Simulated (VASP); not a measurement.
# C (Fd-3m) in VASP: notebook

Runs on C. Level: r2SCAN+D4. Tasks: single point.

All numbers are computed with VASP 6.6.1; they aren't measurements. Logs are shortened: lines on timing, memory, paths and dates and some standing lists are left out, and cuts for length are marked.

**1. The cell of the first run**

Symmetry: Fd-3m, No. 227, cubic system. Conventional cell: a = 3.567 Å, b = 3.567 Å, c = 3.567 Å, α = 90.00°, β = 90.00°, γ = 90.00°. C (site symmetry -43m) has 4 C at 1.54 Å within 2.1 Å.

**2. Single point, r2SCAN+D4**

The input, POSCAR:

```
C
1.0
    0.0000000000      1.7833700000      1.7833700000
    1.7833700000      0.0000000000      1.7833700000
    1.7833700000      1.7833700000      0.0000000000
C
2
Direct
    0.7500000000      0.7500000000      0.7500000000
    0.5000000000      0.5000000000      0.5000000000
```

The input, INCAR.step1:

```
ALGO = Normal
EDIFF = 1E-4
ENCUT = 520
GGA = PE
ISMEAR = -1
LASPH = True
LCHARG = False
LREAL = False
LWAVE = True
NBANDS = 11
NELM = 100
PREC = Accurate
SIGMA = 0.05
```

The input, INCAR.step2:

```
ALGO = Normal
EDIFF = 1E-6
ENCUT = 520
ISIF = 2
ISMEAR = -1
ISTART = 1
IVDW = 13
LASPH = True
LCHARG = False
LMIXTAU = True
LREAL = False
LWAVE = False
METAGGA = R2SCAN
NBANDS = 11
NELM = 100
PREC = Accurate
SIGMA = 0.05
VDW_A1 = 0.51559235
VDW_A2 = 5.77342911
VDW_S6 = 1.0
VDW_S8 = 0.6018749
```

The input, KPOINTS:

```
k-points
0
Gamma
  13 13 13
```

Potentials or basis: VASP PAW PBE potentials, release 64 (C).

Run with:

```console
$ cat potpaw_PBE.64/C/POTCAR > POTCAR
$ cp INCAR.step1 INCAR
$ mpirun -np 1 vasp_std > vasp.out
$ cp INCAR.step2 INCAR
$ mpirun -np 1 vasp_std > vasp.out
```

OUTCAR:

```text
EDIFF = 1E-6
   ENCUT = 520
   ISIF = 2
   ISMEAR = -1
   ISTART = 1
   IVDW = 13
   LASPH = True
   LREAL = False
   METAGGA = R2SCAN
   NELM = 100
   PREC = Accurate

 ion  position               nearest neighbor table
   1  0.750  0.750  0.750-   2 1.54   2 1.54   2 1.54   2 1.54
   2  0.500  0.500  0.500-   1 1.54   1 1.54   1 1.54   1 1.54

  LATTYP: Found a face centered cubic cell.
 ALAT       =     3.5667400000

  Lattice vectors:

 A1 = (   0.0000000000,   1.7833700000,   1.7833700000)
 A2 = (   1.7833700000,   0.0000000000,   1.7833700000)
 A3 = (   1.7833700000,   1.7833700000,   0.0000000000)

Analysis of symmetry for initial positions (statically):
=====================================================================
 Subroutine PRICEL returns:
 Original cell was already a primitive cell.

 Routine SETGRP: Setting up the symmetry group for a
 face centered cubic supercell.

 Subroutine GETGRP returns: Found 48 space group operations
 (whereof 24 operations were pure point group operations)
 out of a pool of 48 trial point group operations.

The static configuration has the point symmetry T_d .
 The point group associated with its full space group is O_h .

Analysis of symmetry for dynamics (positions and initial velocities):
=====================================================================
 Subroutine PRICEL returns:
 Original cell was already a primitive cell.

 Routine SETGRP: Setting up the symmetry group for a
 face centered cubic supercell.

 Subroutine GETGRP returns: Found 48 space group operations
 (whereof 24 operations were pure point group operations)
 out of a pool of 48 trial point group operations.

The dynamic configuration has the point symmetry T_d .
 The point group associated with its full space group is O_h .

 Subroutine INISYM returns: Found 48 space group operations
 (whereof 24 operations are pure point group operations),
 and found     1 'primitive' translations

----------------------------------------------------------------------------------------

                                     Primitive cell

  volume of cell :      11.3437

  direct lattice vectors                    reciprocal lattice vectors
     0.000000000  1.783370000  1.783370000    -0.280368067  0.280368067  0.280368067
     1.783370000  0.000000000  1.783370000     0.280368067 -0.280368067  0.280368067
     1.783370000  1.783370000  0.000000000     0.280368067  0.280368067 -0.280368067

  length of vectors
     2.522066041  2.522066041  2.522066041     0.485611737  0.485611737  0.485611737

  position of ions in fractional coordinates (direct lattice)
[... 89 lines left out ...]
   PSTRESS=    0.0 pullay stress
   NELECT =       8.0000    total number of electrons
   NUPDOWN=      -1.0000    fix difference up-down
   EMIN   =  10.00;   EMAX   =-10.00  energy-range for DOS
   EFERMI =   0.00;   METHOD = LEGACY
   ISMEAR =    -1;   SIGMA  =   0.05  broadening in eV -4-tet -1-fermi 0-gaus
   EFERMI_NEDOS =   21; number of points for ismear=-14 and -15
   IALGO  =     38    algorithm
   IMIX   =      4    mixing-type and parameters
     AMIX     =   0.40;   BMIX     =  1.00
     AMIX_MAG =   1.60;   BMIX_MAG =  1.00
  volume/ion in A,a.u.               =       5.67        38.28
  Fermi-wavevector in a.u.,A,eV,Ry     =   1.457203  2.753714 28.891161  2.123440
  Thomas-Fermi vector in A             =   2.574032
   LORBIT       =      0    0 simple, 1 ext, 2 COOP (PROOUT), +10 PAW based schemes
   METAGGA = R2SCAN    functional components
   LHFCALC =     F    Hartree Fock is set to
   AEXX    =    0.0000 exact exchange contribution
   IVDW    =    13    specifies the selected vdW correction
   LEPSILON=     F    determine dielectric tensor
   LRPA    =     F    only Hartree local field effects (RPA)
 non-spin polarized calculation
  energy-cutoff  :      520.00
  volume of cell :       11.34
 maximum number of plane-waves:       322
   NGX =  9   NGY =  9   NGZ =  9

 number of electron       7.9999999 magnetization

 Free energy of the ion-electron system (eV)
  ---------------------------------------------------
  ext. energy  EPLUGINS =         0.00000000
  ---------------------------------------------------
  free energy    TOTEN  =       -19.65729249 eV

  energy without entropy =      -19.65729249  energy(sigma->0) =      -19.65729249

 E-fermi :  10.6436     XC(G=0): -14.2579

 val. band max:        9.7128819930   @ k =   0.0000   0.0000   0.0000
 cond. band min:      14.0497192169   @ k =   0.3846   0.3846   0.0000
 fundamental gap:      4.3368372239
 Fermi energy:        10.6435516101

 k-point     1 :       0.0000    0.0000    0.0000
  band No.  band energies     occupation
      1     -12.9825      2.00000
      2       9.7129      2.00000
      3       9.7129      2.00000
      4       9.7129      2.00000
      5      15.5484      0.00000
      6      15.5484      0.00000
      7      15.5484      0.00000
      8      23.5309      0.00000
      9      30.1064      0.00000
     10      37.1009      0.00000
     11      37.1009      0.00000
[... 309 lines left out ...]
 k-point    24 :       0.4615    0.1538    0.0000
  band No.  band energies     occupation
      1      -7.7672      2.00000
      2      -2.1682      2.00000
      3       4.9917      2.00000
      4       5.5748      2.00000
      5      17.1374      0.00000
      6      20.8604      0.00000
      7      21.0948      0.00000
      8      24.4345      0.00000
      9      31.5244      0.00000
     10      34.3021      0.00000
     11      38.0631      0.00000

 [... further k-points ...]

------------------------ aborting loop because EDIFF is reached ----------------------------------------

  DFT-D4 for vdW energy calculation

  Edisp (eV):   -0.17647

  FORCE on cell =-STRESS in cart. coord.  units (eV):
  Direction    XX          YY          ZZ          XY          YZ          ZX
  --------------------------------------------------------------------------------------
  -------------------------------------------------------------------------------------
  Total      -0.24545    -0.24545    -0.24545    -0.00000    -0.00000     0.00000
  in kB     -34.66688   -34.66688   -34.66688    -0.00000    -0.00000     0.00000
  external pressure =      -34.67 kB  Pullay stress =        0.00 kB

 VOLUME and BASIS-vectors are now :
 -----------------------------------------------------------------------------
  energy-cutoff  :      520.00
  volume of cell :       11.34
      direct lattice vectors                 reciprocal lattice vectors
     0.000000000  1.783370000  1.783370000    -0.280368067  0.280368067  0.280368067
     1.783370000  0.000000000  1.783370000     0.280368067 -0.280368067  0.280368067
     1.783370000  1.783370000  0.000000000     0.280368067  0.280368067 -0.280368067

 POSITION                                       TOTAL-FORCE (eV/Angst)
 -----------------------------------------------------------------------------------
      2.67505      2.67505      2.67505         0.000000      0.000000      0.000000
      1.78337      1.78337      1.78337        -0.000000     -0.000000     -0.000000
 -----------------------------------------------------------------------------------
    total drift:                                0.000000     -0.000000      0.000000

  FREE ENERGIE OF THE ION-ELECTRON SYSTEM (eV)
  ---------------------------------------------------
  free  energy   TOTEN  =       -19.8337667895 eV

  energy  without entropy=      -19.8337667894  energy(sigma->0) =      -19.83376679
```

Run time: 35 s. Hardware: 1 thread of Intel Xeon 6975P-C, shared host; peak memory 0.13 GiB.

Results:

```
Free energy                : -19.8338 eV
Pressure                   : -3.5 GPa
Band gap on the k mesh     : 4.34 eV, indirect (least direct gap 5.84 eV)
Dispersion energy per atom : -0.088 eV
```

Caveat: the PAW data sets were made with another functional, which shifts forces and pressure a little. r2SCAN opens gaps a little over a GGA but as a rule still falls short of measured ones.

**3. Single point, r2SCAN+D4**

This run uses another cell than the first one, of 5.79 Å³/atom, 1.020 times its volume.

The input, POSCAR:

```
C
1.0
    0.0000000000      1.7951807415      1.7951807415
    1.7951807415      0.0000000000      1.7951807415
    1.7951807415      1.7951807415      0.0000000000
C
2
Direct
    0.7500000000      0.7500000000      0.7500000000
    0.5000000000      0.5000000000      0.5000000000
```

The input, INCAR.step1:

```
  PREC = Accurate
  ENCUT = 520
  ISMEAR = -1
  SIGMA = 0.05
  LREAL = F
  LASPH = T
  NELM = 100
  NBANDS = 11
  GGA = PE
  ALGO = Normal
  EDIFF = 1E-4
  LWAVE = T
  LCHARG = F
```

The input, INCAR.step2:

```
  PREC = Accurate
  ENCUT = 520
  EDIFF = 1E-7
  ISMEAR = -1
  SIGMA = 0.05
  LREAL = F
  LASPH = T
  NELM = 100
  ALGO = Normal
  ISIF = 2
  LWAVE = F
  LCHARG = F
  METAGGA = R2SCAN
  LMIXTAU = T
  IVDW = 13
  VDW_S6 = 1.0
  VDW_S8 = 0.6018749
  VDW_A1 = 0.51559235
  VDW_A2 = 5.77342911
  NBANDS = 11
  ISTART = 1
```

The input, KPOINTS:

```
Automatic mesh
0
Gamma
  13 13 13
```

Potentials or basis: VASP PAW PBE potentials, release 64 (C).

Run with:

```console
$ cat potpaw_PBE.64/C/POTCAR > POTCAR
$ cp INCAR.step1 INCAR
$ mpirun -np 1 vasp_std > vasp.out
$ cp INCAR.step2 INCAR
$ mpirun -np 1 vasp_std > vasp.out
```

Run time: 35 s. Hardware: 1 thread of Intel Xeon 6975P-C, shared host; peak memory 0.13 GiB.

Results (log left out):

```yaml
Free_energy: -19.8232 eV
Pressure: -11.9 GPa
Band_gap_on_the_k_mesh: 4.29 eV, indirect (least direct gap 5.78 eV)
Dispersion_energy_per_atom: -0.087 eV
```

Levels at points of the mesh, in eV from the valence-band top:
| k point | band 1 | band 2 | band 3 | band 4 | band 5 | band 6 | band 7 | band 8 |
| --- | --- | --- | --- | --- | --- | --- | --- | --- |
| (0.00, 0.00, 0.00) | -22.42 | 0.00 | 0.00 | 0.00 | 5.78 | 5.78 | 5.78 | 13.35 |

Caveat: the PAW data sets were made with another functional, which shifts forces and pressure a little. A k mesh can miss the band edges.

**4. Single point, r2SCAN+D4**

This run uses another cell than the first one, of 5.90 Å³/atom, 1.040 times its volume.

The input, POSCAR:

```
C
1.0
    0.0000000000      1.8068380860      1.8068380860
    1.8068380860      0.0000000000      1.8068380860
    1.8068380860      1.8068380860      0.0000000000
C
2
Direct
    0.7500000000      0.7500000000      0.7500000000
    0.5000000000      0.5000000000      0.5000000000
```

The input, INCAR.step1:

```
SYSTEM = C
PREC = Accurate ; ENCUT = 520
ISMEAR = -1 ; SIGMA = 0.05
LREAL = .FALSE. ; LASPH = .TRUE.
NELM = 60 ; NBANDS = 11
GGA = PE ; ALGO = Normal
EDIFF = 1E-4 ; LWAVE = .TRUE.
LCHARG = .FALSE.
```

The input, INCAR.step2:

```
SYSTEM = C
PREC = Accurate ; ENCUT = 520
EDIFF = 1E-6 ; ISMEAR = -1
SIGMA = 0.05 ; LREAL = .FALSE.
LASPH = .TRUE. ; NELM = 60
ALGO = Normal ; ISIF = 2
LWAVE = .FALSE. ; LCHARG = .FALSE.
METAGGA = R2SCAN ; LMIXTAU = .TRUE.
IVDW = 13 ; VDW_S6 = 1.0
VDW_S8 = 0.6018749 ; VDW_A1 = 0.51559235
VDW_A2 = 5.77342911 ; NBANDS = 11
ISTART = 1
```

The input, KPOINTS:

```
Automatic mesh
0
G
  13 13 13
  0 0 0
```

Potentials or basis: VASP PAW PBE potentials, release 64 (C).

Run with:

```console
$ cat potpaw_PBE.64/C/POTCAR > POTCAR
$ cp INCAR.step1 INCAR
$ mpirun -np 1 vasp_std > vasp.out
$ cp INCAR.step2 INCAR
$ mpirun -np 1 vasp_std > vasp.out
```

OUTCAR:

```text
SYSTEM = C
   PREC = Accurate
   ENCUT = 520
   EDIFF = 1E-6
   ISMEAR = -1
   LREAL = .FALSE.
   LASPH = .TRUE.
   NELM = 60
   ISIF = 2
   METAGGA = R2SCAN
   IVDW = 13
   ISTART = 1

 ion  position               nearest neighbor table
   1  0.750  0.750  0.750-   2 1.56   2 1.56   2 1.56   2 1.56
   2  0.500  0.500  0.500-   1 1.56   1 1.56   1 1.56   1 1.56

  LATTYP: Found a face centered cubic cell.
 ALAT       =     3.6136761720

  Lattice vectors:

[... 524 lines left out ...]
------------------------ aborting loop because EDIFF is reached ----------------------------------------

  DFT-D4 for vdW energy calculation

  Edisp (eV):   -0.17060

  FORCE on cell =-STRESS in cart. coord.  units (eV):
  Direction    XX          YY          ZZ          XY          YZ          ZX
  --------------------------------------------------------------------------------------
  -------------------------------------------------------------------------------------
  Total      -1.44279    -1.44279    -1.44279    -0.00000     0.00000     0.00000
  in kB    -195.94108  -195.94108  -195.94108    -0.00000     0.00000     0.00000
  external pressure =     -195.94 kB  Pullay stress =        0.00 kB

 VOLUME and BASIS-vectors are now :
 -----------------------------------------------------------------------------
  energy-cutoff  :      520.00
  volume of cell :       11.80
      direct lattice vectors                 reciprocal lattice vectors
     0.000000000  1.806838086  1.806838086    -0.276726511  0.276726511  0.276726511
     1.806838086  0.000000000  1.806838086     0.276726511 -0.276726511  0.276726511
     1.806838086  1.806838086  0.000000000     0.276726511  0.276726511 -0.276726511

 POSITION                                       TOTAL-FORCE (eV/Angst)
 -----------------------------------------------------------------------------------
      2.71026      2.71026      2.71026        -0.000000     -0.000000      0.000000
      1.80684      1.80684      1.80684         0.000000      0.000000     -0.000000
 -----------------------------------------------------------------------------------
    total drift:                                0.000000     -0.000000      0.000000

  FREE ENERGIE OF THE ION-ELECTRON SYSTEM (eV)
  ---------------------------------------------------
  free  energy   TOTEN  =       -19.8012656732 eV

  energy  without entropy=      -19.8012656732  energy(sigma->0) =      -19.80126567
```

It took 40 s on 1 thread of Intel Xeon 6975P-C, shared host; peak memory 0.12 GiB.

What came out:

- Free energy: -19.8013 eV
- Pressure: -19.6 GPa
- Band gap on the k mesh: 4.25 eV, indirect (least direct gap 5.73 eV)
- Dispersion energy per atom: -0.085 eV

Caveat: the PAW data sets were made with another functional, which shifts forces and pressure a little. r2SCAN opens gaps a little over a GGA but as a rule still falls short of measured ones.

**5. Summary**

```tsv
cell	gap on the mesh (eV)	pressure (GPa)
a = 2.522 Å, angles 60.0°, 2 atoms	4.34	-3.5
a = 2.539 Å, angles 60.0°, 2 atoms	4.29	-11.9
a = 2.555 Å, angles 60.0°, 2 atoms	4.25	-19.6
```

Alike in all rows: task single point; level r2SCAN+D4; potentials or basis VASP PAW PBE potentials, release 64 (C); no spin polarisation; k mesh 13 × 13 × 13; cutoff (eV) 520; smearing fermi-dirac 0.05 eV.

Caveats: the PAW data sets were made with another functional, which shifts forces and pressure a little.

Absolute energies hang on the potentials; compare differences alone.
